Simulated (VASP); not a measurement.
Write the native input for VASP 6.6.1 that does the following.

- Task: single point
- Functional: PBE
- Potentials or basis: VASP PAW PBE potentials, release 64 (Ga_d, N)
- Cutoff: 520 eV
- k mesh: 9 × 9 × 4
- Occupations: gaussian, width 0.01 eV
- Spin: no spin polarisation
- Dipole correction: no
- Further INCAR settings: ALGO = Normal; EDIFF = 1e-06; NBANDS = 26

The structure of GaN lies in POSCAR:

```
GaN
1.0
    3.2815551785      0.0000000000      0.0000000000
   -1.6407775893      2.8419101485      0.0000000000
    0.0000000000      0.0000000000      5.3456636332
Ga N
2 2
Direct
    0.3333333333      0.6666666667     -0.0008671765
    0.6666666667      0.3333333333      0.4991328235
    0.3333333333      0.6666666667      0.3758671765
    0.6666666667      0.3333333333      0.8758671765
```

This cell differs from its parent crystal: volume changed by +6%.

The input as run:

INCAR

```
SYSTEM = GaN
PREC = Accurate ; ENCUT = 520
EDIFF = 1E-6 ; ISMEAR = 0
SIGMA = 0.01 ; LREAL = .FALSE.
LASPH = .TRUE. ; NELM = 80
ALGO = Normal ; ISIF = 2
LWAVE = .FALSE. ; LCHARG = .TRUE.
GGA = PE ; LELF = .TRUE.
LVHAR = .TRUE. ; NBANDS = 26
```

KPOINTS

```
regular mesh
0
G
  9 9 4
  0 0 0
```

Potentials or basis: VASP PAW PBE potentials, release 64 (Ga_d, N).

Run with:

```sh
$ cat potpaw_PBE.64/Ga_d/POTCAR potpaw_PBE.64/N/POTCAR > POTCAR
$ mpirun -np 1 vasp_std > vasp.out
```

Results of the run:

| Item | Value |
| --- | --- |
| Pressure | -8.6 GPa |
| Largest force | 0.008 eV/Å |
| Band gap on the k mesh | 1.33 eV, direct |

Wall time 82 s on 1 thread of AMD EPYC 7R13, with other jobs on the host, peak memory 0.15 GiB.
